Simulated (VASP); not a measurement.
# Sc (P6_3/mmc) in VASP: further runs, part 2 of 2

VASP 6.6.1.

## 3. Electric field gradients, LDA (volume scaled by 0.99)

INCAR reads:

```
PREC = Accurate
ENCUT = 520
EDIFF = 1E-8
ISMEAR = -1
SIGMA = 0.03
LREAL = F
LASPH = T
NELM = 60
ALGO = Normal
ISIF = 2
LWAVE = F
LCHARG = F
GGA = CA
LEFG = T
NBANDS = 18
```

KPOINTS reads:

```
regular mesh
0
Gamma
  13 13 7
```

POSCAR reads:

```
Sc
1.0
    3.2977316009      0.0000000000      0.0000000000
   -1.6488658004      2.8559193412      0.0000000000
    0.0000000000      0.0000000000      5.2503811393
Sc
2
Direct
    0.3333333333      0.6666666667      0.2500000000
    0.6666666667      0.3333333333      0.7500000000
```

Potentials or basis: VASP PAW LDA potentials, release 64 (Sc_sv).

On the command line:

```sh
> cat potpaw_LDA.64/Sc_sv/POTCAR > POTCAR
> mpirun -np 1 vasp_std > vasp.out
```

OUTCAR:

```text
PREC = Accurate
   ENCUT = 520
   EDIFF = 1E-8
   ISMEAR = -1
   LREAL = F
   LASPH = T
   NELM = 60
   ISIF = 2
   GGA = CA

 ion  position               nearest neighbor table
   1  0.333  0.667  0.250-   2 3.24   2 3.24   2 3.24   2 3.24   2 3.24   2 3.24
   2  0.667  0.333  0.750-   1 3.24   1 3.24   1 3.24   1 3.24   1 3.24   1 3.24

  LATTYP: Found a hexagonal cell.
 ALAT       =     3.2977316009
 C/A-ratio  =     1.5921190002

  Lattice vectors:

 A1 = (   3.2977316009,   0.0000000000,   0.0000000000)
 A2 = (  -1.6488658004,   2.8559193412,   0.0000000000)
 A3 = (   0.0000000000,   0.0000000000,   5.2503811393)

Analysis of symmetry for initial positions (statically):
=====================================================================
 Subroutine PRICEL returns:
 Original cell was already a primitive cell.

 Routine SETGRP: Setting up the symmetry group for a
 hexagonal supercell.

 Subroutine GETGRP returns: Found 24 space group operations
 (whereof 12 operations were pure point group operations)
 out of a pool of 24 trial point group operations.

The static configuration has the point symmetry D_3d.
 The point group associated with its full space group is D_6h.

Analysis of symmetry for dynamics (positions and initial velocities):
=====================================================================
 Subroutine PRICEL returns:
 Original cell was already a primitive cell.

 Routine SETGRP: Setting up the symmetry group for a
 hexagonal supercell.

 Subroutine GETGRP returns: Found 24 space group operations
 (whereof 12 operations were pure point group operations)
 out of a pool of 24 trial point group operations.

The dynamic configuration has the point symmetry D_3d.
 The point group associated with its full space group is D_6h.

 Subroutine INISYM returns: Found 24 space group operations
 (whereof 12 operations are pure point group operations),
 and found     1 'primitive' translations

----------------------------------------------------------------------------------------

                                     Primitive cell

  volume of cell :      49.4484

  direct lattice vectors                    reciprocal lattice vectors
     3.297731601  0.000000000  0.000000000     0.303238747  0.175074972  0.000000000
    -1.648865800  2.855919341  0.000000000     0.000000000  0.350149945  0.000000000
     0.000000000  0.000000000  5.250381139     0.000000000  0.000000000  0.190462363

  length of vectors
     3.297731601  3.297731601  5.250381139     0.350149945  0.350149945  0.190462363

  position of ions in fractional coordinates (direct lattice)
     0.333333333  0.666666667  0.250000000
     0.666666667  0.333333333  0.750000000

  ion indices of the primitive-cell ions
   primitive index   ion index
                 1           1
                 2           2

----------------------------------------------------------------------------------------

 KPOINTS: regular mesh

Automatic generation of k-mesh.
[... 73 lines left out ...]
   ISYM   =      2    0-nonsym 1-usesym 2-fastsym
   POTIM  = 0.5000    time-step for ionic-motion
   TEBEG  =    0.0;   TEEND  =   0.0 temperature during run
   PSTRESS=    0.0 pullay stress
   NELECT =      22.0000    total number of electrons
   NUPDOWN=      -1.0000    fix difference up-down
   EMIN   =  10.00;   EMAX   =-10.00  energy-range for DOS
   EFERMI =   0.00;   METHOD = LEGACY
   ISMEAR =    -1;   SIGMA  =   0.03  broadening in eV -4-tet -1-fermi 0-gaus
   EFERMI_NEDOS =   21; number of points for ismear=-14 and -15
   IALGO  =     38    algorithm
   IMIX   =      4    mixing-type and parameters
     AMIX     =   0.40;   BMIX     =  1.00
     AMIX_MAG =   1.60;   BMIX_MAG =  1.00
  volume/ion in A,a.u.               =      24.72       166.85
  Fermi-wavevector in a.u.,A,eV,Ry     =   1.249775  2.361732 21.251437  1.561937
  Thomas-Fermi vector in A             =   2.383800
   LORBIT       =      0    0 simple, 1 ext, 2 COOP (PROOUT), +10 PAW based schemes
   GGA     = CA    functional components
   LHFCALC =     F    Hartree Fock is set to
   AEXX    =    0.0000 exact exchange contribution
   IVDW    =     0    specifies the selected vdW correction
   LEPSILON=     F    determine dielectric tensor
   LRPA    =     F    only Hartree local field effects (RPA)
 non-spin polarized calculation
  energy-cutoff  :      520.00
  volume of cell :       49.45
 maximum number of plane-waves:      1349
 NGX is ok and might be reduce to    28
   NGX = 13   NGY = 13   NGZ = 19

 number of electron      21.9999998 magnetization

 Free energy of the ion-electron system (eV)
  ---------------------------------------------------
  ext. energy  EPLUGINS =         0.00000000
  ---------------------------------------------------
  free energy    TOTEN  =       -13.37855749 eV

  energy without entropy =      -13.36452315  energy(sigma->0) =      -13.37154032

 E-fermi :   3.4502     XC(G=0): -10.1311

 val. band max:        3.4447011653   @ k =   0.3846  -0.0000   0.4286
 cond. band min:       3.4527185643   @ k =   0.3846   0.0769   0.2857
 fundamental gap:      0.0080173990
 Fermi energy:         3.4501617044

 k-point     1 :       0.0000    0.0000    0.0000
  band No.  band energies     occupation
      1     -45.3828      2.00000
      2     -45.3142      2.00000
      3     -24.5445      2.00000
      4     -24.2008      2.00000
      5     -24.2008      2.00000
      6     -24.1398      2.00000
[... 481 lines left out ...]
      5     -24.2173      2.00000
      6     -24.2155      2.00000
[... 10 lines left out ...]
     17       5.8125      0.00000
     18       5.8449      0.00000

 [... further k-points ...]

------------------------ aborting loop because EDIFF is reached ----------------------------------------

  FORCE on cell =-STRESS in cart. coord.  units (eV):
  Direction    XX          YY          ZZ          XY          YZ          ZX
  --------------------------------------------------------------------------------------
  -------------------------------------------------------------------------------------
  Total       -1.2898974     -1.2898974     -1.8626915     -0.0000000      0.0000000      0.0000000
  in kB      -41.7939751    -41.7939751    -60.3530813     -0.0000000      0.0000000      0.0000000
  external PRESSURE =     -47.9803438 kB  Pullay stress =       0.0000000 kB

 VOLUME and BASIS-vectors are now :
 -----------------------------------------------------------------------------
  energy-cutoff  :      520.00
  volume of cell :       49.45
      direct lattice vectors                 reciprocal lattice vectors
     3.297731601  0.000000000  0.000000000     0.303238747  0.175074972  0.000000000
    -1.648865800  2.855919341  0.000000000     0.000000000  0.350149945  0.000000000
     0.000000000  0.000000000  5.250381139     0.000000000  0.000000000  0.190462363

 POSITION                                       TOTAL-FORCE (eV/Angst)
 -----------------------------------------------------------------------------------
     -0.00000      1.90395      1.31260        -0.000000      0.000000      0.000000
      1.64887      0.95197      3.93779         0.000000      0.000000      0.000000
 -----------------------------------------------------------------------------------
    total drift:                                0.000000     -0.000000      0.000000

  FREE ENERGIE OF THE ION-ELECTRON SYSTEM (eV)
  ---------------------------------------------------
  free  energy   TOTEN  =       -13.3785574933 eV

  energy  without entropy=      -13.3645231465  energy(sigma->0) =      -13.37154032

 Electric field gradients (V/A^2)
---------------------------------------------------------------------
 ion       V_xx      V_yy      V_zz      V_xy      V_xz      V_yz
---------------------------------------------------------------------
   1      -4.922    -4.922     9.845     0.000    -0.000     0.000
   2      -4.922    -4.922     9.845     0.000     0.000    -0.000
---------------------------------------------------------------------

 Electric field gradients after diagonalization (V/A^2)
 (convention: |V_zz| > |V_xx| > |V_yy|)
----------------------------------------------------------------------
 ion       V_xx      V_yy      V_zz     asymmetry (V_yy - V_xx)/ V_zz
----------------------------------------------------------------------
   1      -4.923    -4.922     9.845       0.000
   2      -4.923    -4.922     9.845       0.000
----------------------------------------------------------------------

           NMR quadrupolar parameters

 Cq : quadrupolar parameter    Cq=e*Q*V_zz/h
 eta: asymmetry parameters     (V_yy - V_xx)/ V_zz
 Q  : nuclear electric quadrupole moment in mb (millibarn)
----------------------------------------------------------------------
 ion       Cq(MHz)       eta       Q (mb)
----------------------------------------------------------------------
   1       0.024       0.000       1.000
   2       0.024       0.000       1.000
----------------------------------------------------------------------
```

OSZICAR:

```text
N       E                     dE             d eps       ncg     rms          rms(c)
DAV:   1     0.363493257022E+03    0.36349E+03   -0.10709E+04  3040   0.132E+03
DAV:   2     0.661810168056E+01   -0.35688E+03   -0.34928E+03  3856   0.553E+02
DAV:   3    -0.144274492730E+02   -0.21046E+02   -0.20218E+02  5032   0.171E+02
DAV:   4    -0.148322887155E+02   -0.40484E+00   -0.40115E+00  4712   0.209E+01
DAV:   5    -0.148364675077E+02   -0.41788E-02   -0.41755E-02  5230   0.252E+00    0.757E+00
DAV:   6    -0.135564109666E+02    0.12801E+01   -0.29239E+00  4038   0.194E+01    0.218E+00
DAV:   7    -0.133938676814E+02    0.16254E+00   -0.65900E-01  4252   0.821E+00    0.805E-01
DAV:   8    -0.133797825924E+02    0.14085E-01   -0.34307E-02  3778   0.253E+00    0.244E-01
DAV:   9    -0.133785276868E+02    0.12549E-02   -0.81076E-03  4532   0.933E-01    0.220E-02
DAV:  10    -0.133785570587E+02   -0.29372E-04   -0.11489E-04  4528   0.146E-01    0.355E-03
DAV:  11    -0.133785574971E+02   -0.43841E-06   -0.20530E-06  5076   0.160E-02    0.120E-03
DAV:  12    -0.133785575002E+02   -0.30996E-08   -0.15179E-07  4784   0.483E-03    0.454E-04
DAV:  13    -0.133785574933E+02    0.69053E-08   -0.72631E-09  2774   0.898E-04
   1 F= -.13378557E+02 E0= -.13371540E+02  d E =-.140343E-01
```

stdout:

```text
POSCAR found type information on POSCAR Sc
 POSCAR found :  1 types and       2 ions
 scaLAPACK will be used
 LDA part: xc-table for (Slater(with rela. corr.)+CA(PZ))
 , standard interpolation
 POSCAR, INCAR and KPOINTS ok, starting setup
 FFT: planning ... GRIDC
 FFT: planning ... GRID_SOFT
 FFT: planning ... GRID
 WAVECAR not read
 entering main loop
ion   1

ion   2
```

Wall time 51 s (1 thread of Intel Xeon Platinum 8488C (Sapphire Rapids), shared host); peak memory 0.19 GiB.

What came out:

```yaml
Free_energy: -13.3786 eV
Pressure: -4.8 GPa
Band_gap_on_the_k_mesh: zero (band 11 reaches 4.16 eV, above the bottom of band 12 at 2.95 eV)
```

Electric field gradients, principal values (V/Å²):
```csv
atom,least,middle,greatest (by size)
1 Sc,-4.922,-4.923,9.845
2 Sc,-4.922,-4.923,9.845
```

Caveat: without QUAD_EFG the Cq values of the log hold for a quadrupole moment of 1 mb, not for the nuclei.

## 4. Electric field gradients, LDA (volume scaled by 1.01)

INCAR reads:

```
PREC     = Accurate       # precision mode
ENCUT    = 520            # plane-wave cutoff, eV
EDIFF    = 1E-8           # SCF threshold, eV
ISMEAR   = -1             # smearing method
SIGMA    = 0.03           # smearing width, eV
LREAL    = F              # projectors in reciprocal space
LASPH    = T              # aspherical terms in the spheres
NELM     = 60             # most SCF steps
ALGO     = Normal         # electronic algorithm
ISIF     = 2              # what is computed and relaxed
LWAVE    = F              # write WAVECAR
LCHARG   = F              # write CHGCAR
LEFG     = T            
NBANDS   = 18             # bands
```

KPOINTS reads:

```
Automatic mesh
0
Gamma
  13 13 7
```

POSCAR reads:

```
Sc
1.0
    3.3197906621      0.0000000000      0.0000000000
   -1.6598953310      2.8750230486      0.0000000000
    0.0000000000      0.0000000000      5.2855017897
Sc
2
Direct
    0.3333333333      0.6666666667      0.2500000000
    0.6666666667      0.3333333333      0.7500000000
```

Potentials or basis: VASP PAW LDA potentials, release 64 (Sc_sv).

On the command line:

```sh
> cat potpaw_LDA.64/Sc_sv/POTCAR > POTCAR
> mpirun -np 1 vasp_std > vasp.out
```

OUTCAR:

```text
PREC = Accurate
   ENCUT = 520
   EDIFF = 1E-8
   ISMEAR = -1
   LREAL = F
   LASPH = T
   NELM = 60
   ISIF = 2

 ion  position               nearest neighbor table
   1  0.333  0.667  0.250-   2 3.26   2 3.26   2 3.26   2 3.26   2 3.26   2 3.26
   2  0.667  0.333  0.750-   1 3.26   1 3.26   1 3.26   1 3.26   1 3.26   1 3.26

  LATTYP: Found a hexagonal cell.
 ALAT       =     3.3197906621
 C/A-ratio  =     1.5921190002

  Lattice vectors:

 A1 = (   3.3197906621,   0.0000000000,   0.0000000000)
 A2 = (  -1.6598953310,   2.8750230486,   0.0000000000)
 A3 = (   0.0000000000,   0.0000000000,   5.2855017897)

Analysis of symmetry for initial positions (statically):
=====================================================================
 Subroutine PRICEL returns:
 Original cell was already a primitive cell.

 Routine SETGRP: Setting up the symmetry group for a
 hexagonal supercell.

 Subroutine GETGRP returns: Found 24 space group operations
 (whereof 12 operations were pure point group operations)
 out of a pool of 24 trial point group operations.

The static configuration has the point symmetry D_3d.
 The point group associated with its full space group is D_6h.

Analysis of symmetry for dynamics (positions and initial velocities):
=====================================================================
 Subroutine PRICEL returns:
 Original cell was already a primitive cell.

 Routine SETGRP: Setting up the symmetry group for a
 hexagonal supercell.

 Subroutine GETGRP returns: Found 24 space group operations
[... 160 lines left out ...]
  band No.  band energies     occupation
      1     -45.5483      2.00000
      2     -45.4854      2.00000
      3     -24.6935      2.00000
      4     -24.3738      2.00000
      5     -24.3738      2.00000
      6     -24.3165      2.00000
[... 481 lines left out ...]
      5     -24.3891      2.00000
      6     -24.3869      2.00000
[... 10 lines left out ...]
     17       5.6496      0.00000
     18       5.6808      0.00000

 [... further k-points ...]

------------------------ aborting loop because EDIFF is reached ----------------------------------------

  FORCE on cell =-STRESS in cart. coord.  units (eV):
  Direction    XX          YY          ZZ          XY          YZ          ZX
  --------------------------------------------------------------------------------------
  -------------------------------------------------------------------------------------
  Total       -1.5985706     -1.5985706     -2.1551465     -0.0000000      0.0000000     -0.0000000
  in kB      -50.7696486    -50.7696486    -68.4461666     -0.0000000      0.0000000     -0.0000000
  external PRESSURE =     -56.6618212 kB  Pullay stress =       0.0000000 kB

 VOLUME and BASIS-vectors are now :
 -----------------------------------------------------------------------------
  energy-cutoff  :      520.00
  volume of cell :       50.45
      direct lattice vectors                 reciprocal lattice vectors
     3.319790662  0.000000000  0.000000000     0.301223813  0.173911649  0.000000000
    -1.659895331  2.875023049  0.000000000     0.000000000  0.347823298  0.000000000
     0.000000000  0.000000000  5.285501790     0.000000000  0.000000000  0.189196795

 POSITION                                       TOTAL-FORCE (eV/Angst)
 -----------------------------------------------------------------------------------
     -0.00000      1.91668      1.32138         0.000000     -0.000000      0.000000
      1.65990      0.95834      3.96413        -0.000000      0.000000      0.000000
 -----------------------------------------------------------------------------------
    total drift:                               -0.000000      0.000000     -0.000000

  FREE ENERGIE OF THE ION-ELECTRON SYSTEM (eV)
  ---------------------------------------------------
  free  energy   TOTEN  =       -13.3462442044 eV

  energy  without entropy=      -13.3320737042  energy(sigma->0) =      -13.33915895

 Electric field gradients (V/A^2)
---------------------------------------------------------------------
 ion       V_xx      V_yy      V_zz      V_xy      V_xz      V_yz
---------------------------------------------------------------------
   1      -4.653    -4.652     9.305     0.000     0.000    -0.000
   2      -4.653    -4.652     9.305     0.000    -0.000     0.000
---------------------------------------------------------------------

 Electric field gradients after diagonalization (V/A^2)
 (convention: |V_zz| > |V_xx| > |V_yy|)
----------------------------------------------------------------------
 ion       V_xx      V_yy      V_zz     asymmetry (V_yy - V_xx)/ V_zz
----------------------------------------------------------------------
   1      -4.653    -4.652     9.305       0.000
   2      -4.653    -4.652     9.305       0.000
----------------------------------------------------------------------

           NMR quadrupolar parameters

 Cq : quadrupolar parameter    Cq=e*Q*V_zz/h
 eta: asymmetry parameters     (V_yy - V_xx)/ V_zz
 Q  : nuclear electric quadrupole moment in mb (millibarn)
----------------------------------------------------------------------
 ion       Cq(MHz)       eta       Q (mb)
----------------------------------------------------------------------
   1       0.022       0.000       1.000
   2       0.022       0.000       1.000
----------------------------------------------------------------------
```

OSZICAR:

```text
N       E                     dE             d eps       ncg     rms          rms(c)
DAV:   1     0.365776503668E+03    0.36578E+03   -0.10746E+04  3032   0.132E+03
DAV:   2     0.684984837937E+01   -0.35893E+03   -0.35074E+03  3928   0.553E+02
DAV:   3    -0.144096487490E+02   -0.21259E+02   -0.20335E+02  5052   0.170E+02
DAV:   4    -0.148359574068E+02   -0.42631E+00   -0.42134E+00  4630   0.212E+01
DAV:   5    -0.148410823629E+02   -0.51250E-02   -0.51207E-02  5200   0.267E+00    0.745E+00
DAV:   6    -0.135251587857E+02    0.13159E+01   -0.30407E+00  4056   0.196E+01    0.213E+00
DAV:   7    -0.133618199239E+02    0.16334E+00   -0.66536E-01  4252   0.817E+00    0.819E-01
DAV:   8    -0.133476249657E+02    0.14195E-01   -0.36212E-02  3746   0.260E+00    0.249E-01
DAV:   9    -0.133462127366E+02    0.14122E-02   -0.85446E-03  4452   0.965E-01    0.219E-02
DAV:  10    -0.133462435715E+02   -0.30835E-04   -0.11469E-04  4474   0.147E-01    0.500E-03
DAV:  11    -0.133462442312E+02   -0.65970E-06   -0.34912E-06  5124   0.191E-02    0.135E-03
DAV:  12    -0.133462442163E+02    0.14866E-07   -0.31105E-07  4896   0.608E-03    0.565E-04
DAV:  13    -0.133462442046E+02    0.11707E-07   -0.13646E-08  2900   0.109E-03    0.129E-04
DAV:  14    -0.133462442044E+02    0.23192E-09   -0.26312E-09  2322   0.807E-04
   1 F= -.13346244E+02 E0= -.13339159E+02  d E =-.141705E-01
```

stdout:

```text
POSCAR found type information on POSCAR Sc
 POSCAR found :  1 types and       2 ions
 scaLAPACK will be used
 LDA part: xc-table for (Slater(with rela. corr.)+CA(PZ))
 , standard interpolation
 POSCAR, INCAR and KPOINTS ok, starting setup
 FFT: planning ... GRIDC
 FFT: planning ... GRID_SOFT
 FFT: planning ... GRID
 WAVECAR not read
 entering main loop
ion   1

ion   2
```

Wall time 56 s (1 thread of Intel Xeon Platinum 8488C (Sapphire Rapids), shared host); peak memory 0.18 GiB.

What came out:

- Free energy: -13.3462 eV
- Pressure: -5.7 GPa
- Band gap on the k mesh: zero (band 11 reaches 4.03 eV, above the bottom of band 12 at 2.86 eV)

Electric field gradients, principal values (V/Å²):
| atom | least | middle | greatest (by size) |
| --- | --- | --- | --- |
| 1 Sc | -4.652 | -4.653 | 9.305 |
| 2 Sc | -4.652 | -4.653 | 9.305 |

Caveat: without QUAD_EFG the Cq values of the log hold for a quadrupole moment of 1 mb, not for the nuclei.
